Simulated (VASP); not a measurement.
The system is NaF.

```
CELL_PARAMETERS angstrom
0.00000 2.29724 2.29724
2.29724 0.00000 2.29724
2.29724 2.29724 0.00000
ATOMIC_POSITIONS crystal
Na 0.00000 0.00000 0.00000
F 0.50000 0.50000 0.50000
```

Program: VASP 6.6.1. Alike in all runs: task single point; potentials or basis VASP PAW PBE potentials, release 64 (Na_pv, F); no spin polarisation; cell as given; k mesh 4 × 4 × 4; smearing gaussian 0.01 eV.

Question: Order these runs on this cell by their band gap on the k mesh, lowest first.
A. level PBE-based screened hybrid with 40 % exact exchange; cutoff (eV) 520; grid for exact exchange (PRECFOCK) Normal; share of exact exchange 0.4; screening parameter 0.2078 1/Å
B. level HSE06; cutoff (eV) 520; grid for exact exchange (PRECFOCK) Normal; share of exact exchange 0.25; screening parameter 0.2079 1/Å
C. level PBE; cutoff (eV) 600

Answer: C (6.44 eV), B (8.61 eV), A (9.94 eV).

Caveats: all runs use coarse meshes.
